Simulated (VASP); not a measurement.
Here is a VASP 6.6.1 calculation.

Contents of INCAR:

```
PREC = Accurate ; ENCUT = 520
EDIFF = 1E-6 ; ISMEAR = -1
SIGMA = 0.1 ; LREAL = F
LASPH = T ; NELM = 80
ALGO = Normal ; ISIF = 2
LWAVE = F ; LCHARG = T
LELF = T ; LVHAR = T
ISYM = 0 ; NBANDS = 7
```

Contents of KPOINTS:

```
Automatic mesh
0
Gamma
  11 11 11
  0.5 0.5 0.5
```

The input POSCAR:

```
Mg
1.0
    2.9733103916     -0.0075570635     -0.0053436509
    1.4801105868      2.5787408642     -0.0053436509
    1.4801105868      0.8545422457      2.4330414196
Mg
1
Direct
    0.0000000000      0.0000000000      0.0000000000
```

Potentials or basis: VASP PAW LDA potentials, release 64 (Mg).

The run is started by

```sh
$ cat potpaw_LDA.64/Mg/POTCAR > POTCAR
$ mpirun -np 1 vasp_std > vasp.out
```

Task: Estimate the pressure.

Result: 7.7 GPa.

Task: Predict the band gap on the k mesh.

Result: Zero (band 1 reaches 4.67 eV, above the bottom of band 2 at 2.36 eV).
